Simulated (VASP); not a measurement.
# MoS3 (Pm-3n) in VASP: further runs, part 3 of 3

VASP 6.6.1. The steps go on from the part before.

## (5) Relaxation of cell and atoms, PBE

The input, INCAR:

```
PREC     = Accurate       # precision mode
ENCUT    = 600            # plane-wave cutoff, eV
EDIFF    = 1E-6           # SCF threshold, eV
ISMEAR   = 0              # smearing method
SIGMA    = 0.1            # smearing width, eV
LREAL    = F              # projectors in reciprocal space
LASPH    = T              # aspherical terms in the spheres
NELM     = 100            # most SCF steps
ALGO     = Normal         # electronic algorithm
ISIF     = 3              # what is computed and relaxed
LWAVE    = F              # write WAVECAR
LCHARG   = F              # write CHGCAR
GGA      = PE             # functional
IBRION   = 2              # ionic algorithm
NSW      = 100            # ionic steps
EDIFFG   = -0.01          # ionic threshold
```

The input, KPOINTS:

```
Automatic mesh
0
Gamma
  8 8 8
```

The input, POSCAR:

```
MoS3
1.0
    4.9231205773      0.0000000000      0.0000000000
    0.0000000000      4.9231205773      0.0000000000
    0.0000000000      0.0000000000      4.9231205773
Mo S
2 6
Direct
    0.0000000000      0.0000000000      0.0000000000
    0.5000000000      0.5000000000      0.5000000000
    0.2500000000      0.0000000000      0.5000000000
    0.5000000000      0.7500000000      0.0000000000
    0.7500000000      0.0000000000      0.5000000000
    0.5000000000      0.2500000000      0.0000000000
    0.0000000000      0.5000000000      0.7500000000
    0.0000000000      0.5000000000      0.2500000000
```

Potentials or basis: VASP PAW PBE potentials, release 64 (Mo_sv, S).

Run with:

```sh
$ cat potpaw_PBE.64/Mo_sv/POTCAR potpaw_PBE.64/S/POTCAR > POTCAR
$ mpirun -np 1 vasp_std > vasp.out
```

OUTCAR:

```text
PREC = Accurate
   ENCUT = 600
   EDIFF = 1E-6
   ISMEAR = 0
   LREAL = F
   LASPH = T
   NELM = 100
   ISIF = 3
   GGA = PE
   IBRION = 2
   NSW = 100
   EDIFFG = -0.01

 ion  position               nearest neighbor table
   1  0.000  0.000  0.000-   3 2.75   4 2.75   5 2.75   6 2.75   7 2.75   8 2.75   3 2.75   5 2.75
                             7 2.75   8 2.75   4 2.75   6 2.75
   2  0.500  0.500  0.500-   3 2.75   4 2.75   5 2.75   6 2.75   7 2.75   8 2.75   4 2.75   6 2.75
                             3 2.75   5 2.75   7 2.75   8 2.75
   3  0.250  0.000  0.500-   5 2.46   5 2.46   1 2.75   1 2.75   2 2.75   2 2.75
   4  0.500  0.750  0.000-   6 2.46   6 2.46   1 2.75   2 2.75   2 2.75   1 2.75
   5  0.750  0.000  0.500-   3 2.46   3 2.46   1 2.75   1 2.75   2 2.75   2 2.75
   6  0.500  0.250  0.000-   4 2.46   4 2.46   1 2.75   2 2.75   2 2.75   1 2.75
   7  0.000  0.500  0.750-   8 2.46   8 2.46   1 2.75   2 2.75   1 2.75   2 2.75
   8  0.000  0.500  0.250-   7 2.46   7 2.46   1 2.75   2 2.75   1 2.75   2 2.75

  LATTYP: Found a simple cubic cell.
 ALAT       =     4.9231205773

  Lattice vectors:

[... 195 lines left out ...]

 val. band max:       10.4109386441   @ k =   0.2500   0.1250   0.0000
 cond. band min:      10.4414550289   @ k =   0.3750   0.2500   0.0000
 fundamental gap:      0.0305163847
 Fermi energy:        10.4145114136

 k-point     1 :       0.0000    0.0000    0.0000
  band No.  band energies     occupation
      1     -51.6206      2.00000
      2     -51.6195      2.00000
      3     -25.6799      2.00000
      4     -25.6799      2.00000
      5     -25.6799      2.00000
      6     -25.6677      2.00000
[... 973 lines left out ...]
     37      11.3784      0.00000
     38      11.6469      0.00000

 [... further k-points ...]
[... 5 lines left out ...]
  --------------------------------------------------------------------------------------
  -------------------------------------------------------------------------------------
  Total        0.0317389      0.0317389      0.0317389      0.0000000     -0.0000000      0.0000000
  in kB        0.4261682      0.4261682      0.4261682      0.0000000     -0.0000000      0.0000000
  external PRESSURE =       0.4261682 kB  Pullay stress =       0.0000000 kB

 VOLUME and BASIS-vectors are now :
 -----------------------------------------------------------------------------
  energy-cutoff  :      600.00
  volume of cell :      119.32
      direct lattice vectors                 reciprocal lattice vectors
     4.923120577  0.000000000  0.000000000     0.203123199  0.000000000  0.000000000
     0.000000000  4.923120577  0.000000000     0.000000000  0.203123199  0.000000000
     0.000000000  0.000000000  4.923120577     0.000000000  0.000000000  0.203123199

 POSITION                                       TOTAL-FORCE (eV/Angst)
 -----------------------------------------------------------------------------------
      0.00000      0.00000      0.00000         0.000000      0.000000      0.000000
      2.46156      2.46156      2.46156         0.000000      0.000000      0.000000
      1.23078      0.00000      2.46156        -0.000000     -0.000000     -0.000000
      2.46156      3.69234      0.00000        -0.000000     -0.000000     -0.000000
      3.69234      0.00000      2.46156         0.000000      0.000000      0.000000
      2.46156      1.23078      0.00000         0.000000      0.000000      0.000000
      0.00000      2.46156      3.69234        -0.000000     -0.000000     -0.000000
      0.00000      2.46156      1.23078         0.000000      0.000000      0.000000
 -----------------------------------------------------------------------------------
    total drift:                                0.000000      0.000000     -0.000000

  FREE ENERGIE OF THE ION-ELECTRON SYSTEM (eV)
  ---------------------------------------------------
  free  energy   TOTEN  =       -43.6921643257 eV

  energy  without entropy=      -43.6649933523  energy(sigma->0) =      -43.67857884

 reached required accuracy - stopping structural energy minimisation
```

It took 3.6 min on 1 thread of Intel Xeon 8259CL, shared host; peak memory 0.34 GiB.

What came out:

```
Free energy             : -43.6922 eV
Pressure after relaxing : 0.0 GPa
Band gap on the k mesh  : zero (bands 32 and 33 overlap by 1.08 eV)
```

Final structure:
```cif
data_structure
_symmetry_space_group_name_H-M 'P 1'
_symmetry_Int_Tables_number 1
_cell_length_a 4.9231
_cell_length_b 4.9231
_cell_length_c 4.9231
_cell_angle_alpha 90.000
_cell_angle_beta 90.000
_cell_angle_gamma 90.000
_cell_volume 119.32
loop_
_atom_site_label
_atom_site_type_symbol
_atom_site_fract_x
_atom_site_fract_y
_atom_site_fract_z
_atom_site_occupancy
Mo1 Mo 0.00000 0.00000 0.00000 1
Mo2 Mo 0.50000 0.50000 0.50000 1
S1 S 0.25000 0.00000 0.50000 1
S2 S 0.50000 0.75000 0.00000 1
S3 S 0.75000 0.00000 0.50000 1
S4 S 0.50000 0.25000 0.00000 1
S5 S 0.00000 0.50000 0.75000 1
S6 S 0.00000 0.50000 0.25000 1
```

Levels at points of the mesh, in eV from the Fermi level:
```tsv
k point	band 28	band 29	band 30	band 31	band 32	band 33	band 34	band 35	band 36	band 37
(0.00, 0.00, 0.00)	-2.46	-2.46	-0.17	-0.17	0.52	0.52	1.99	1.99	1.99	2.45
(0.50, 0.00, 0.00)	-2.68	-1.15	-1.15	-0.85	-0.85	0.23	0.23	0.77	0.77	1.45
(0.50, 0.50, 0.00)	-2.14	-1.79	-1.27	-0.62	-0.62	-0.52	-0.52	-0.52	0.90	0.90
(0.50, 0.50, 0.50)	-3.22	-3.22	-3.22	-3.22	-3.22	0.61	0.61	0.61	0.61	0.61
```

Caveat: the relaxation stopped at its first step, so nothing moved.

## (6) Overview

```tsv
task	spin	cell	k mesh	cutoff (eV)	gap on the mesh (eV)	pressure (GPa)	moment (μB)
single point	off	a = 4.925 Å, 8 atoms	8 × 8 × 8	520	none	-0.1	-
single point	collinear	a = 4.923 Å, 8 atoms	4 × 4 × 4	520	none	-0.2	0.00
single point	collinear	a = 5.290 Å, 8 atoms	4 × 4 × 4	520	none	-18.0	0.31
relaxation of cell and atoms	off	relaxed from a = 4.923 Å, 8 atoms	8 × 8 × 8	600	none	0.0	-
```

Alike in all rows: level PBE; potentials or basis VASP PAW PBE potentials, release 64 (Mo_sv, S); smearing gaussian 0.1 eV.

Caveats: the cell stands under tension (at least some runs); the relaxation stopped at its first step, so nothing moved (at least some runs).

Total energies depend on the potentials used, so only differences within one code and one set of settings carry meaning.

The gap in the log of VASP goes by the Fermi energy; the results here count the filled bands.